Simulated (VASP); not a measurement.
# AlP (gw) (I-4m2) in VASP: single point with PBEsol

Aim: the single point of AlP (gw) with PBEsol.

Everything below comes from runs of VASP 6.6.1. Logs are shortened: lines on timing, memory, paths and dates and some standing lists are left out, and cuts for length are marked.

## 1. The cell of the first run

The structure is tetragonal, space group I-4m2 (No. 119). The conventional cell has a = 3.845 Å, b = 3.845 Å, c = 5.504 Å, α = 90.00°, β = 90.00°, γ = 90.00°. Within 3.1 Å of Al (site symmetry -4m2) lie 4 P at 2.36 Å. P (site symmetry -4m2) has 4 Al at 2.36 Å within 3.1 Å.

## 2. Single point, PBEsol

The input, INCAR:

```
PREC = Accurate
ENCUT = 500
EDIFF = 1E-6
ISMEAR = 0
SIGMA = 0.01
LREAL = False
LASPH = True
NELM = 120
ALGO = Normal
ISIF = 2
LWAVE = False
LCHARG = True
GGA = PS
LELF = True
LVHAR = True
NBANDS = 11
GGA_COMPAT = False
```

The input, KPOINTS:

```
regular mesh
0
Gamma
  4 4 4
```

The input, POSCAR:

```
AlP
1.0
    0.0000000000      2.7187456453      2.7520432574
    2.7187456453      0.0000000000      2.7520432574
    2.7187456453      2.7187456453      0.0000000000
Al P
1 1
Direct
    0.0000000000      0.0000000000      0.0000000000
    0.2500000000      0.2500000000      0.2500000000
```

Potentials or basis: VASP PAW PBE potentials, release 64 (Al, P).

Command:

```bash
cat potpaw_PBE.64/Al/POTCAR potpaw_PBE.64/P/POTCAR > POTCAR
mpirun -np 1 vasp_std > vasp.out
```

OUTCAR:

```text
PREC = Accurate
   ENCUT = 500
   EDIFF = 1E-6
   ISMEAR = 0
   LREAL = False
   LASPH = True
   NELM = 120
   ISIF = 2
   GGA = PS

 ion  position               nearest neighbor table
   1  0.000  0.000  0.000-   2 2.36   2 2.36   2 2.36   2 2.36
   2  0.250  0.250  0.250-   1 2.36   1 2.36   1 2.36   1 2.36

  LATTYP: Found a body centered tetragonal cell.
 ALAT       =     3.8448869642
 C/A-ratio  =     1.4315340258

  Lattice vectors:

 A1 = (  -2.7187456453,   0.0000000000,   2.7520432574)
 A2 = (   2.7187456453,   0.0000000000,   2.7520432574)
 A3 = (   0.0000000000,   2.7187456453,  -2.7520432574)

Analysis of symmetry for initial positions (statically):
=====================================================================
 Subroutine PRICEL returns:
 Original cell was already a primitive cell.

 Routine SETGRP: Setting up the symmetry group for a
 body centered tetragonal supercell.

 Subroutine GETGRP returns: Found  8 space group operations
 (whereof  8 operations were pure point group operations)
 out of a pool of 16 trial point group operations.

The static configuration has the point symmetry D_2d.

Analysis of symmetry for dynamics (positions and initial velocities):
=====================================================================
 Subroutine PRICEL returns:
 Original cell was already a primitive cell.

 Routine SETGRP: Setting up the symmetry group for a
 body centered tetragonal supercell.

 Subroutine GETGRP returns: Found  8 space group operations
 (whereof  8 operations were pure point group operations)
 out of a pool of 16 trial point group operations.

The dynamic configuration has the point symmetry D_2d.

 Subroutine INISYM returns: Found  8 space group operations
 (whereof  8 operations are pure point group operations),
 and found     1 'primitive' translations

----------------------------------------------------------------------------------------

                                     Primitive cell

  volume of cell :      40.6839

  direct lattice vectors                    reciprocal lattice vectors
     0.000000000  2.718745645  2.752043257    -0.183908341  0.183908341  0.181683191
     2.718745645  0.000000000  2.752043257     0.183908341 -0.183908341  0.181683191
     2.718745645  2.718745645  0.000000000     0.183908341  0.183908341 -0.181683191

  length of vectors
     3.868503583  3.868503583  3.844886964     0.317259101  0.317259101  0.317259101

  position of ions in fractional coordinates (direct lattice)
     0.000000000  0.000000000  0.000000000
     0.250000000  0.250000000  0.250000000

  ion indices of the primitive-cell ions
   primitive index   ion index
                 1           1
                 2           2

----------------------------------------------------------------------------------------

 KPOINTS: regular mesh

Automatic generation of k-mesh.
 Grid dimensions read from file:
 generate k-points for:    4    4    4

 Generating k-lattice:

  Cartesian coordinates                     Fractional coordinates (reciprocal lattice)
    -0.045977085  0.045977085  0.045420798     0.250000000 -0.000000000  0.000000000
     0.045977085 -0.045977085  0.045420798    -0.000000000  0.250000000  0.000000000
     0.045977085  0.045977085 -0.045420798     0.000000000  0.000000000  0.250000000

  Length of vectors
     0.079314775  0.079314775  0.079314775

  Shift w.r.t. Gamma in fractional coordinates (k-lattice)
     0.000000000  0.000000000  0.000000000

 Subroutine IBZKPT returns following result:
 ===========================================

 Found     13 irreducible k-points:

 Following reciprocal coordinates:
            Coordinates               Weight
  0.000000  0.000000  0.000000      1.000000
  0.250000  0.000000  0.000000      8.000000
  0.500000  0.000000  0.000000      4.000000
  0.250000  0.250000  0.000000      2.000000
  0.500000  0.250000  0.000000      8.000000
 -0.250000  0.250000  0.000000      4.000000
  0.500000  0.500000  0.000000      1.000000
  0.250000  0.000000  0.250000      4.000000
  0.500000  0.000000  0.250000     16.000000
 -0.250000  0.000000  0.250000      8.000000
 -0.250000  0.500000  0.250000      4.000000
  0.500000  0.000000  0.500000      2.000000
 -0.250000  0.250000  0.500000      2.000000
   k-points           NKPTS =     13   k-points in BZ     NKDIM =     13   number of bands    NBANDS=     11
   number of dos      NEDOS =    301   number of ions     NIONS =      2
   total plane-waves  NPLWV =  21952
   dimension x,y,z NGX =    28 NGY =   28 NGZ =   28
   dimension x,y,z NGXF=    56 NGYF=   56 NGZF=   56
   ions per type =               1   1
   NGX,Y,Z   is equivalent  to a cutoff of  12.03, 12.03, 12.11 a.u.
   NGXF,Y,Z  is equivalent  to a cutoff of  24.07, 24.07, 24.21 a.u.
 SYSTEM =  unknown system
   PREC   = accura    normal or accurate (medium, high low for compatibility)
   ISTART =      0    job   : 0-new  1-cont  2-samecut
   ICHARG =      2    charge: 1-file 2-atom 10-const
   ISPIN  =      1    spin polarized calculation?
   LNONCOLLINEAR =      F non collinear calculations
   LSORBIT =      F    spin-orbit coupling
   LASPH  =      T    aspherical Exc in radial PAW
   ENCUT  =  500.0 eV  36.75 Ry    6.06 a.u.   7.05  7.05  7.01*2*pi/ulx,y,z
   NELM   =    120;   NELMIN=  2; NELMDL= -5     # of ELM steps
   EDIFF  = 0.1E-05   stopping-criterion for ELM
   LREAL  =      F    real-space projection
   EDIFFG = 0.1E-04   stopping-criterion for IOM
   NSW    =      0    number of steps for IOM
   IBRION =     -1    ionic relax: 0-MD 1-quasi-New 2-CG
   NFREE  =      0    steps in history (QN), initial steepest desc. (CG)
   ISIF   =      2    stress and relaxation
   ISYM   =      2    0-nonsym 1-usesym 2-fastsym
   POTIM  = 0.5000    time-step for ionic-motion
   TEBEG  =    0.0;   TEEND  =   0.0 temperature during run
   PSTRESS=    0.0 pullay stress
   NELECT =       8.0000    total number of electrons
   NUPDOWN=      -1.0000    fix difference up-down
   EMIN   =  10.00;   EMAX   =-10.00  energy-range for DOS
   EFERMI =   0.00;   METHOD = LEGACY
   ISMEAR =     0;   SIGMA  =   0.01  broadening in eV -4-tet -1-fermi 0-gaus
   EFERMI_NEDOS =   21; number of points for ismear=-14 and -15
   IALGO  =     38    algorithm
   IMIX   =      4    mixing-type and parameters
     AMIX     =   0.40;   BMIX     =  1.00
     AMIX_MAG =   1.60;   BMIX_MAG =  1.00
  volume/ion in A,a.u.               =      20.34       137.27
  Fermi-wavevector in a.u.,A,eV,Ry     =   0.951986  1.798993 12.330659  0.906278
  Thomas-Fermi vector in A             =   2.080507
   LORBIT       =      0    0 simple, 1 ext, 2 COOP (PROOUT), +10 PAW based schemes
   GGA     = PS    functional components
   LHFCALC =     F    Hartree Fock is set to
   AEXX    =    0.0000 exact exchange contribution
   IVDW    =     0    specifies the selected vdW correction
   LEPSILON=     F    determine dielectric tensor
   LRPA    =     F    only Hartree local field effects (RPA)
 non-spin polarized calculation
 Gauss-broadening in eV      SIGMA  =   0.01
  energy-cutoff  :      500.00
  volume of cell :       40.68
 maximum number of plane-waves:      1040
   NGX = 15   NGY = 15   NGZ = 13

 number of electron       8.0000000 magnetization

 Free energy of the ion-electron system (eV)
  ---------------------------------------------------
  ext. energy  EPLUGINS =         0.00000000
  ---------------------------------------------------
  free energy    TOTEN  =       -10.89223030 eV

  energy without entropy =      -10.89223030  energy(sigma->0) =      -10.89223030

 E-fermi :   4.7052     XC(G=0):  -9.3516

 val. band max:        4.5980421410   @ k =   0.0000   0.0000   0.0000
 cond. band min:       5.9646683531   @ k =   0.5000   0.0000   0.5000
 fundamental gap:      1.3666262121
 Fermi energy:         4.7051947856

 k-point     1 :       0.0000    0.0000    0.0000
  band No.  band energies     occupation
      1      -6.9572      2.00000
      2       4.5391      2.00000
      3       4.5980      2.00000
      4       4.5980      2.00000
      5       7.7720      0.00000
      6       9.0586      0.00000
      7       9.0586      0.00000
      8       9.0727      0.00000
      9      13.2429      0.00000
     10      13.4692      0.00000
     11      14.6480      0.00000

 k-point     2 :       0.2500    0.0000    0.0000
  band No.  band energies     occupation
      1      -6.2921      2.00000
      2       1.3598      2.00000
      3       4.0923      2.00000
      4       4.1664      2.00000
      5       7.8039      0.00000
      6       9.6205      0.00000
      7       9.6768      0.00000
      8      11.4126      0.00000
      9      12.7912      0.00000
     10      12.8398      0.00000
     11      14.7327      0.00000

 k-point     3 :       0.5000    0.0000    0.0000
  band No.  band energies     occupation
      1      -5.2500      2.00000
      2      -1.0239      2.00000
      3       3.7561      2.00000
      4       3.8569      2.00000
      5       7.2871      0.00000
      6       9.2486      0.00000
      7       9.3529      0.00000
      8      12.6362      0.00000
      9      16.0126      0.00000
     10      16.1358      0.00000
     11      16.2525      0.00000
[... 113 lines left out ...]
 k-point    12 :       0.5000    0.0000    0.5000
  band No.  band energies     occupation
      1      -4.5613      2.00000
      2      -0.7540      2.00000
      3       2.4146      2.00000
      4       2.4154      2.00000
      5       5.9647      0.00000
      6       6.8834      0.00000
      7      15.4208      0.00000
      8      15.6444      0.00000
      9      16.5634      0.00000
     10      16.5823      0.00000
     11      16.7550      0.00000

 k-point    13 :      -0.2500    0.2500    0.5000
  band No.  band energies     occupation
      1      -4.5122      2.00000
      2      -0.3638      2.00000
      3       1.3431      2.00000
      4       1.6988      2.00000
      5       8.6998      0.00000
      6      10.3865      0.00000
      7      10.5140      0.00000
      8      10.7327      0.00000
      9      15.8977      0.00000
     10      16.6674      0.00000
     11      17.9033      0.00000

------------------------ aborting loop because EDIFF is reached ----------------------------------------

  FORCE on cell =-STRESS in cart. coord.  units (eV):
  Direction    XX          YY          ZZ          XY          YZ          ZX
  --------------------------------------------------------------------------------------
  -------------------------------------------------------------------------------------
  Total        0.3144160      0.3144160      0.1167202      0.0000000      0.0000000      0.0000000
  in kB       12.3820555     12.3820555      4.5965744      0.0000000      0.0000000      0.0000000
  external PRESSURE =       9.7868951 kB  Pullay stress =       0.0000000 kB

 VOLUME and BASIS-vectors are now :
 -----------------------------------------------------------------------------
  energy-cutoff  :      500.00
  volume of cell :       40.68
      direct lattice vectors                 reciprocal lattice vectors
     0.000000000  2.718745645  2.752043257    -0.183908341  0.183908341  0.181683191
     2.718745645  0.000000000  2.752043257     0.183908341 -0.183908341  0.181683191
     2.718745645  2.718745645  0.000000000     0.183908341  0.183908341 -0.181683191

 POSITION                                       TOTAL-FORCE (eV/Angst)
 -----------------------------------------------------------------------------------
      0.00000      0.00000      0.00000         0.000000      0.000000     -0.000000
      1.35937      1.35937      1.37602        -0.000000     -0.000000      0.000000
 -----------------------------------------------------------------------------------
    total drift:                                0.000000      0.000000      0.000000

  FREE ENERGIE OF THE ION-ELECTRON SYSTEM (eV)
  ---------------------------------------------------
  free  energy   TOTEN  =       -10.8922302974 eV

  energy  without entropy=      -10.8922302974  energy(sigma->0) =      -10.89223030
```

It took 6.3 s on 1 thread of Intel Xeon 6975P-C, shared host; peak memory 0.15 GiB.

Results:

* Free energy: -10.8922 eV
* Pressure: 1.0 GPa
* Band gap on the k mesh: 1.37 eV, indirect (least direct gap 3.17 eV)

Caveat: the k points lie up to 0.50 Å⁻¹ apart; the PAW data sets were made with another functional, which shifts forces and pressure a little. Expect the measured gap to be larger: semilocal functionals such as PBEsol lack the derivative discontinuity.
